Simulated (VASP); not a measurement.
# Ca8Cu15Si16 (a cell with a defect) in VASP: a series of runs

Ca8Cu15Si16 (a cell with a defect) is run at these levels: r2SCAN+D3(BJ); tasks: single point.

All numbers are computed with VASP 6.6.1; they aren't measurements. Logs are shortened: lines on timing, memory, paths and dates and some standing lists are left out, and cuts for length are marked.

**1. The cell of the first run**

The cell holds a defect, 39 atoms: a = 8.080 Å, b = 8.080 Å, c = 10.000 Å, α = 90.00°, β = 90.00°, γ = 90.00°.

**2. Single point, r2SCAN+D3(BJ)**

Contents of POSCAR:

```
Ca8Cu15Si16
1.0
    8.0800000000      0.0000000000      0.0000000000
    0.0000000000      8.0800000000      0.0000000000
    0.0000000000      0.0000000000     10.0000000000
Ca Si Cu
8 16 15
Direct
    0.0074133663      0.0253960396     -0.0554900000
    0.5050866337     -0.0475866337     -0.0249500000
    0.0035519802      0.4944801980     -0.0427100000
    0.2903960396      0.2965099010      0.4635000000
    0.5330198020      0.5041955446     -0.0067000000
    0.7601113861      0.2356559406      0.5053500000
    0.3245297030      0.7421905941      0.4554200000
    0.8002722772      0.7817821782      0.4569100000
   -0.0002846535      0.0450495050      0.3039900000
    0.0269183168      0.0192202970      0.5871900000
    0.5105198020      0.0496782178      0.3459900000
    0.5534653465     -0.0147648515      0.5843100000
    0.0559777228      0.5357054455      0.3357200000
   -0.0091584158      0.5001237624      0.5617200000
    0.2759034653      0.2573514851      0.8404200000
    0.3202227723      0.2515470297      0.0603000000
    0.5730445545      0.4980940594      0.3141500000
    0.5647029703      0.5776361386      0.5677100000
    0.7605693069      0.2996410891      0.8568500000
    0.7643069307      0.2827475248      0.1170900000
    0.2788242574      0.7220297030      0.8705300000
    0.2328836634      0.7640346535      0.0829600000
    0.7793316832      0.7735148515      0.8569000000
    0.7896163366      0.7838118812      0.0836700000
    0.2817821782     -0.0060643564      0.1804400000
    0.5117945545      0.2389356436      0.2183100000
    0.7691584158      0.0258910891      0.1869400000
    0.0127475248      0.7882797030      0.2034600000
    0.2931806931      0.5188490099      0.1856100000
    0.3219554455      0.5001980198      0.7027700000
    0.4805816832      0.2978589109      0.6810600000
    0.5191831683      0.7805940594      0.2161100000
    0.8020049505      0.5309653465      0.1910800000
    0.7833415842      0.5477351485      0.7146900000
    0.0427103960      0.3149876238      0.7350700000
    0.2413118812      0.0215099010      0.7331000000
    0.4607549505      0.7655321782      0.7307600000
    0.7472277228      0.0478217822      0.7438100000
    0.0226732673      0.7151732673      0.7445100000
```

Contents of INCAR.step1:

```
SYSTEM = Ca8Cu15Si16
ALGO = Normal
EDIFF = 1E-4
ENCUT = 520
GGA = PE
ISMEAR = -1
LASPH = .TRUE.
LCHARG = .FALSE.
LREAL = Auto
LWAVE = .TRUE.
NBANDS = 180
NELECT = 310.0
NELM = 100
PREC = Accurate
SIGMA = 0.05
```

Contents of INCAR.step2:

```
SYSTEM = Ca8Cu15Si16
ALGO = Normal
EDIFF = 1E-6
ENCUT = 520
ISIF = 2
ISMEAR = -1
ISTART = 1
IVDW = 12
LASPH = .TRUE.
LCHARG = .FALSE.
LMIXTAU = .TRUE.
LREAL = Auto
LWAVE = .FALSE.
METAGGA = R2SCAN
NBANDS = 180
NELECT = 310.0
NELM = 100
PREC = Accurate
SIGMA = 0.05
VDW_A1 = 0.49484001
VDW_A2 = 5.73083694
VDW_S6 = 1.0
VDW_S8 = 0.78981345
```

Contents of KPOINTS:

```
k-points
0
G
  1 1 1
  0 0 0
```

Potentials or basis: VASP PAW PBE potentials, release 64 (Ca_sv, Si, Cu).

Launch:

```
> cat potpaw_PBE.64/Ca_sv/POTCAR potpaw_PBE.64/Si/POTCAR potpaw_PBE.64/Cu/POTCAR > POTCAR
> cp INCAR.step1 INCAR
> mpirun -np 1 vasp_gam > vasp.out
> cp INCAR.step2 INCAR
> mpirun -np 1 vasp_gam > vasp.out
```

OUTCAR:

```text
SYSTEM = Ca8Cu15Si16
   EDIFF = 1E-6
   ENCUT = 520
   ISIF = 2
   ISMEAR = -1
   ISTART = 1
   IVDW = 12
   LASPH = .TRUE.
   LREAL = Auto
   METAGGA = R2SCAN
   NELECT = 310.0
   NELM = 100
   PREC = Accurate
 IVDW          = 12

 ion  position               nearest neighbor table
   1  0.007  0.025  0.945-  36 2.84  23 2.88  38 2.91  24 2.97  15 3.05  19 3.11  22 3.11
   2  0.505  0.952  0.975-  25 2.75  32 2.78  21 2.81  22 2.88  24 2.88  37 2.89  23 2.90  16 2.97

   3  0.004  0.494  0.957-  35 2.67  19 2.71  39 2.78  33 2.86  21 3.01  20 3.04  23 3.06  22 3.12
                            15 3.14
   4  0.290  0.297  0.464-  31 2.66  30 2.92  11 2.92  13 2.99  14 3.09
   5  0.533  0.504  0.993-  29 2.73  16 2.75  19 2.82  20 2.87  33 2.95  21 2.97
   6  0.760  0.236  0.505-  12 2.74  38 2.83  14 2.89  10 2.89  31 2.91  11 2.98
   7  0.325  0.742  0.455-  18 2.61  32 2.88  37 2.97  13 2.99  12 2.99  11 3.10  17 3.15
   8  0.800  0.782  0.457-  18 2.75  12 2.88  14 2.94  10 2.95   9 3.08  13 3.11
   9  1.000  0.045  0.304-  27 2.21  28 2.31  25 2.63  10 2.85   8 3.08
  10  0.027  0.019  0.587-  36 2.26  38 2.76  35 2.81   9 2.85   6 2.89  39 2.92   8 2.95
  11  0.511  0.050  0.346-  26 1.99  12 2.46  25 2.52  32 2.53  27 2.63   4 2.92   6 2.98   7 3.10
[... 21 lines left out ...]
  26  0.512  0.239  0.218-  11 1.99  16 2.21  20 2.30  17 2.36  27 2.72  25 2.74
  27  0.769  0.026  0.187-  20 2.19   9 2.21  24 2.22  11 2.63  26 2.72  28 2.75
  28  0.013  0.788  0.203-  22 2.16  24 2.16   9 2.31  13 2.46  33 2.69  25 2.75  27 2.75
  29  0.293  0.519  0.186-  22 2.28  13 2.44  16 2.51  17 2.61   5 2.73
  30  0.322  0.500  0.703-  31 2.09  15 2.43  37 2.44  18 2.46  21 2.48  35 2.73   4 2.92
  31  0.481  0.298  0.681-  30 2.09  15 2.32  18 2.62   4 2.66  12 2.77  19 2.87   6 2.91
  32  0.519  0.781  0.216-  17 2.52  11 2.53  24 2.56  25 2.60  22 2.67   2 2.78   7 2.88
  33  0.802  0.531  0.191-  20 2.16  17 2.24  24 2.31  13 2.51  28 2.69   3 2.86   5 2.95
  34  0.783  0.548  0.715-  14 2.30  18 2.31  23 2.31  39 2.38  19 2.46
  35  0.043  0.315  0.735-  15 2.21  14 2.33  19 2.59   3 2.67  30 2.73  10 2.81
  36  0.241  0.022  0.733-  15 2.20  10 2.26  37 2.72  21 2.80   1 2.84  12 2.94
  37  0.461  0.766  0.731-  21 2.06  18 2.38  12 2.42  30 2.44  36 2.72  23 2.87   2 2.89   7 2.97

  38  0.747  0.048  0.744-  12 2.29  19 2.33  23 2.50  10 2.76   6 2.83   1 2.91
  39  0.023  0.715  0.745-  23 2.31  34 2.38  21 2.42  14 2.54   3 2.78  10 2.92

  LATTYP: Found a simple tetragonal cell.
 ALAT       =     8.0800000000
 C/A-ratio  =     1.2376237624

  Lattice vectors:

 A1 = (   8.0800000000,   0.0000000000,   0.0000000000)
 A2 = (   0.0000000000,   8.0800000000,   0.0000000000)
 A3 = (   0.0000000000,   0.0000000000,  10.0000000000)

Analysis of symmetry for initial positions (statically):
=====================================================================
 Subroutine PRICEL returns:
 Original cell was already a primitive cell.

 Routine SETGRP: Setting up the symmetry group for a
 simple tetragonal supercell.

 Subroutine GETGRP returns: Found  1 space group operations
 (whereof  1 operations were pure point group operations)
 out of a pool of 16 trial point group operations.

The static configuration has the point symmetry C_1 .

Analysis of symmetry for dynamics (positions and initial velocities):
=====================================================================
 Subroutine PRICEL returns:
 Original cell was already a primitive cell.

 Routine SETGRP: Setting up the symmetry group for a
 simple tetragonal supercell.

 Subroutine GETGRP returns: Found  1 space group operations
 (whereof  1 operations were pure point group operations)
 out of a pool of 16 trial point group operations.

The dynamic configuration has the point symmetry C_1 .

 Subroutine INISYM returns: Found  1 space group operations
 (whereof  1 operations are pure point group operations),
 and found     1 'primitive' translations

----------------------------------------------------------------------------------------

                                     Primitive cell

  volume of cell :     652.8640

  direct lattice vectors                    reciprocal lattice vectors
     8.080000000  0.000000000  0.000000000     0.123762376  0.000000000  0.000000000
     0.000000000  8.080000000  0.000000000     0.000000000  0.123762376  0.000000000
     0.000000000  0.000000000 10.000000000     0.000000000  0.000000000  0.100000000

  length of vectors
     8.080000000  8.080000000 10.000000000     0.123762376  0.123762376  0.100000000

  position of ions in fractional coordinates (direct lattice)
     0.007413366  0.025396040  0.944510000
     0.505086634  0.952413366  0.975050000
     0.003551980  0.494480198  0.957290000
     0.290396040  0.296509901  0.463500000
     0.533019802  0.504195545  0.993300000
     0.760111386  0.235655941  0.505350000
[... 31 lines left out ...]
     0.747227723  0.047821782  0.743810000
     0.022673267  0.715173267  0.744510000

  ion indices of the primitive-cell ions
   primitive index   ion index
                 1           1
                 2           2
                 3           3
                 4           4
                 5           5
                 6           6
[... 31 lines left out ...]
                38          38
                39          39

----------------------------------------------------------------------------------------

 KPOINTS: k-points

Automatic generation of k-mesh.
 Grid dimensions read from file:
 generate k-points for:    1    1    1

 Generating k-lattice:

  Cartesian coordinates                     Fractional coordinates (reciprocal lattice)
     0.123762376  0.000000000  0.000000000     1.000000000  0.000000000  0.000000000
     0.000000000  0.123762376  0.000000000     0.000000000  1.000000000  0.000000000
     0.000000000  0.000000000  0.100000000     0.000000000  0.000000000  1.000000000

  Length of vectors
     0.123762376  0.123762376  0.100000000

  Shift w.r.t. Gamma in fractional coordinates (k-lattice)
     0.000000000  0.000000000  0.000000000

 Subroutine IBZKPT returns following result:
 ===========================================

 Found      1 irreducible k-points:

 Following reciprocal coordinates:
            Coordinates               Weight
  0.000000  0.000000  0.000000      1.000000
   k-points           NKPTS =      1   k-points in BZ     NKDIM =      1   number of bands    NBANDS=    180
   number of dos      NEDOS =    301   number of ions     NIONS =     39
   total plane-waves  NPLWV = 288000
   dimension x,y,z NGX =    60 NGY =   60 NGZ =   80
   dimension x,y,z NGXF=   120 NGYF=  120 NGZF=  160
   ions per type =               8  16  15
   NGX,Y,Z   is equivalent  to a cutoff of  12.34, 12.34, 13.30 a.u.
   NGXF,Y,Z  is equivalent  to a cutoff of  24.69, 24.69, 26.60 a.u.
 SYSTEM =  Ca8Cu15Si16
   PREC   = accura    normal or accurate (medium, high low for compatibility)
   ISTART =      1    job   : 0-new  1-cont  2-samecut
   ICHARG =      0    charge: 1-file 2-atom 10-const
   ISPIN  =      1    spin polarized calculation?
   LNONCOLLINEAR =      F non collinear calculations
   LSORBIT =      F    spin-orbit coupling
   LASPH  =      T    aspherical Exc in radial PAW
   ENCUT  =  520.0 eV  38.22 Ry    6.18 a.u.  15.02 15.02 18.59*2*pi/ulx,y,z
   NELM   =    100;   NELMIN=  2; NELMDL=  0     # of ELM steps
   EDIFF  = 0.1E-05   stopping-criterion for ELM
   LREAL  =      T    real-space projection
   EDIFFG = 0.1E-04   stopping-criterion for IOM
   NSW    =      0    number of steps for IOM
   IBRION =     -1    ionic relax: 0-MD 1-quasi-New 2-CG
   NFREE  =      0    steps in history (QN), initial steepest desc. (CG)
   ISIF   =      2    stress and relaxation
   ISYM   =      2    0-nonsym 1-usesym 2-fastsym
   POTIM  = 0.5000    time-step for ionic-motion
   TEBEG  =    0.0;   TEEND  =   0.0 temperature during run
   PSTRESS=    0.0 pullay stress
   NELECT =     310.0000    total number of electrons
   NUPDOWN=      -1.0000    fix difference up-down
   EMIN   =  10.00;   EMAX   =-10.00  energy-range for DOS
   EFERMI =   0.00;   METHOD = LEGACY
   ISMEAR =    -1;   SIGMA  =   0.05  broadening in eV -4-tet -1-fermi 0-gaus
   EFERMI_NEDOS =   21; number of points for ismear=-14 and -15
   IALGO  =     38    algorithm
   IMIX   =      4    mixing-type and parameters
     AMIX     =   0.40;   BMIX     =  1.00
     AMIX_MAG =   1.60;   BMIX_MAG =  1.00
  volume/ion in A,a.u.               =      16.74       112.97
  Fermi-wavevector in a.u.,A,eV,Ry     =   1.277187  2.413533 22.193914  1.631207
  Thomas-Fermi vector in A             =   2.409801
   LORBIT       =      0    0 simple, 1 ext, 2 COOP (PROOUT), +10 PAW based schemes
   METAGGA = R2SCAN    functional components
   LHFCALC =     F    Hartree Fock is set to
   AEXX    =    0.0000 exact exchange contribution
   IVDW    =    12    specifies the selected vdW correction
   LEPSILON=     F    determine dielectric tensor
   LRPA    =     F    only Hartree local field effects (RPA)
 non-spin polarized calculation
  energy-cutoff  :      520.00
  volume of cell :      652.86
 maximum number of plane-waves:      8785
   NGX = 31   NGY = 31   NGZ = 37

 number of electron     310.0000003 magnetization

 Free energy of the ion-electron system (eV)
  ---------------------------------------------------
  ext. energy  EPLUGINS =         0.00000000
  ---------------------------------------------------
  free energy    TOTEN  =      -354.55704437 eV

  energy without entropy =     -354.50137864  energy(sigma->0) =     -354.52921151

 E-fermi :   6.8293     XC(G=0): -11.3377

 val. band max:        6.6978215086   @ k =   0.0000   0.0000   0.0000
 cond. band min:       6.9878635281   @ k =   0.0000   0.0000   0.0000
 fundamental gap:      0.2900420195
 Fermi energy:         6.8293417428

 k-point     1 :       0.0000    0.0000    0.0000
  band No.  band energies     occupation
      1     -35.8835      2.00000
      2     -35.7136      2.00000
      3     -35.6698      2.00000
      4     -35.6636      2.00000
      5     -35.5922      2.00000
      6     -35.4370      2.00000
[... 159 lines left out ...]
    166       8.5508      0.00000
    167       8.6174      0.00000
 [bands above 167 left out]

------------------------ aborting loop because EDIFF is reached ----------------------------------------

 Edisp (eV)   -7.80983

 E8    (eV) :    -2.7009

  FORCE on cell =-STRESS in cart. coord.  units (eV):
  Direction    XX          YY          ZZ          XY          YZ          ZX
  --------------------------------------------------------------------------------------
  -------------------------------------------------------------------------------------
  Total      18.59782    14.18395    34.82953     1.61167    -0.04035    -1.07876
  in kB      45.64045    34.80849    85.47429     3.95516    -0.09901    -2.64737
  external pressure =       55.31 kB  Pullay stress =        0.00 kB

 VOLUME and BASIS-vectors are now :
 -----------------------------------------------------------------------------
  energy-cutoff  :      520.00
  volume of cell :      652.86
      direct lattice vectors                 reciprocal lattice vectors
     8.080000000  0.000000000  0.000000000     0.123762376  0.000000000  0.000000000
     0.000000000  8.080000000  0.000000000     0.000000000  0.123762376  0.000000000
     0.000000000  0.000000000 10.000000000     0.000000000  0.000000000  0.100000000

 POSITION                                       TOTAL-FORCE (eV/Angst)
 -----------------------------------------------------------------------------------
      0.05990      0.20520      9.44510         0.498052      0.212124      0.973796
      4.08110      7.69550      9.75050         0.643512      2.323941     -0.990928
      0.02870      3.99540      9.57290         1.290541      1.021418      1.823896
      2.34640      2.39580      4.63500        -0.838360     -0.691262     -0.716622
      4.30680      4.07390      9.93300        -0.254911      1.283920     -1.408760
      6.14170      1.90410      5.05350         0.796638      1.554128     -1.586773
[... 31 lines left out ...]
      6.03760      0.38640      7.43810         0.394570     -0.726422     -0.413919
      0.18320      5.77860      7.44510         1.158734      1.093592     -1.200681
 -----------------------------------------------------------------------------------
    total drift:                               -0.016156      0.063626      0.008682

  FREE ENERGIE OF THE ION-ELECTRON SYSTEM (eV)
  ---------------------------------------------------
  free  energy   TOTEN  =      -362.3668767115 eV

  energy  without entropy=     -362.3112109827  energy(sigma->0) =     -362.33904385
```

Run time: 20 min. Hardware: 1 thread of Intel Xeon Platinum 8259CL at 2.50GHz (Skylake/Cascade Lake), shared host; peak memory 0.72 GiB.

Results:

```yaml
Free_energy: -362.3669 eV
Largest_force: 5.548 eV/Å
Dispersion_energy_per_atom: -0.200 eV
```

Forces in eV/Å, atoms in the order of the input:
```
Ca   0.498  0.212  0.974
Ca   0.644  2.324 -0.991
Ca   1.291  1.021  1.824
Ca  -0.838 -0.691 -0.717
Ca  -0.255  1.284 -1.409
Ca   0.797  1.554 -1.587
Ca  -2.269  1.445 -0.491
Ca   0.076 -0.087 -0.483
Si   1.744  0.268  2.009
Si  -0.160  0.089 -0.377
Si   0.390 -4.750  2.839
Si  -2.216  1.092 -0.035
Si  -0.812 -0.318 -0.080
Si   1.714  0.822  0.273
Si   0.946  0.500  0.582
Si  -1.830 -0.071  0.379
Si  -0.948  1.091  2.415
Si  -0.150 -2.854 -0.292
Si   0.156 -1.205 -0.374
Si   0.690 -0.713 -2.838
Si  -2.774  0.116 -0.206
Si   1.450 -1.467 -1.214
Si  -0.504  0.548 -0.411
Si  -1.488 -1.156 -1.773
Cu  -0.430  1.880  1.854
Cu   0.194  2.678 -1.810
Cu  -0.924 -0.302  1.355
Cu   0.061 -0.378  1.677
Cu   0.056 -0.994  1.381
Cu  -2.829  2.306  0.778
Cu   3.271 -2.616  0.841
Cu   0.406 -0.340  0.082
Cu   0.837  1.046  1.514
Cu  -0.771 -1.214  0.121
Cu  -1.446 -1.020 -1.436
Cu   0.971 -1.391 -1.032
Cu   2.902  0.923 -1.727
Cu   0.395 -0.726 -0.414
Cu   1.159  1.094 -1.201
```

Caveat: the k points lie up to 0.78 Å⁻¹ apart; the cell carries a net charge on a neutralising background, which shifts energy and pressure; the cell is charged against a uniform background, so pressure and absolute levels hang on convention; the atoms stand as in a frame of molecular dynamics; the PAW data sets were made with another functional, which shifts forces and pressure a little.

(Continued in part 2 of 2.)
